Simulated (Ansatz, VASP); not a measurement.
Given: the input of a run of Ansatz 0.2.0 on Ta.

File input.yaml:

```yaml
crystal:
  lattice:
    - [2.8411641924, 0.0, 0.0]
    - [-1.4205820962, 2.460520367, 0.0]
    - [0.0, 0.0, 5.0608102442]
  atoms:
    - { symbol: Ta, position: [0.3333333333, 0.6666666667, 0.25] }
    - { symbol: Ta, position: [0.6666666667, 0.3333333333, 0.75] }
hamiltonian:
  xc: r2scan
  pseudopotentials: { kind: paw }
kpoints:
  mp_grid: { grid: [11, 11, 5] }
scf:
  occupations: { method: fermi_dirac, width: 0.05 }
output:
  forces: true
  stress: true
  eigenvalues: true
```

Potentials or basis: Ansatz PAW.

Command:

```bash
$ ansatz run input.yaml --threads 2 --pin off --max-ram 5632MiB --backend cpu --events-out ev --progress --plain --runs-dir out
```

Translate it to VASP 6.6.1. Potentials there: VASP PAW PBE potentials, release 64 (Ta_pv).

As run (the cutoff follows the program's own potentials):

The input POSCAR:

```
Ta
1.0
    2.8411641924      0.0000000000      0.0000000000
   -1.4205820962      2.4605203670      0.0000000000
    0.0000000000      0.0000000000      5.0608102442
Ta
2
Direct
    0.3333333333      0.6666666667      0.2500000000
    0.6666666667      0.3333333333      0.7500000000
```

INCAR.step1

```
PREC     = Accurate       # precision mode
ENCUT    = 520            # plane-wave cutoff, eV
ISMEAR   = -1             # smearing method
SIGMA    = 0.05           # smearing width, eV
LREAL    = False          # projectors in reciprocal space
LASPH    = True           # aspherical terms in the spheres
NELM     = 100            # most SCF steps
NBANDS   = 18             # bands
GGA      = PE             # functional
ALGO     = Normal         # electronic algorithm
EDIFF    = 1E-4           # SCF threshold, eV
LWAVE    = True           # write WAVECAR
LCHARG   = False          # write CHGCAR
```

Contents of INCAR.step2:

```
PREC     = Accurate       # precision mode
ENCUT    = 520            # plane-wave cutoff, eV
EDIFF    = 1E-6           # SCF threshold, eV
ISMEAR   = -1             # smearing method
SIGMA    = 0.05           # smearing width, eV
LREAL    = False          # projectors in reciprocal space
LASPH    = True           # aspherical terms in the spheres
NELM     = 100            # most SCF steps
ALGO     = Normal         # electronic algorithm
ISIF     = 2              # what is computed and relaxed
LWAVE    = False          # write WAVECAR
LCHARG   = True           # write CHGCAR
METAGGA  = R2SCAN         # meta-GGA
LMIXTAU  = True         
LELF     = True           # ELF
LVHAR    = True         
NBANDS   = 18             # bands
ISTART   = 1
```

Contents of KPOINTS:

```
Automatic mesh
0
Gamma
  11 11 5
```

Potentials or basis: VASP PAW PBE potentials, release 64 (Ta_pv).

The run is started by

```console
$ cat potpaw_PBE.64/Ta_pv/POTCAR > POTCAR
$ cp INCAR.step1 INCAR
$ mpirun -np 1 vasp_std > vasp.out
$ cp INCAR.step2 INCAR
$ mpirun -np 1 vasp_std > vasp.out
```

Both were run:

|  | VASP | Ansatz | Ansatz less VASP |
| --- | --- | --- | --- |
| gap on the k mesh at the Fermi level (eV) | none | none | - |
| pressure (GPa) | 9.9 | 9.3 | -0.68 |
| traceless stress, the component that is largest in VASP (GPa) | 0.48 | 0.46 | -0.021 |

VASP's potentials were made for PBE, not for r2SCAN. A gap of «none» marks a metal or a gap that the smearing closes. The functional is the same, so the differences come from potentials, cutoffs and numerics. VASP's potentials hold 22 valence electrons a cell and Ansatz's 26, so a difference there can come from the potentials and not from the codes.

Neither program's run includes spin-orbit coupling.
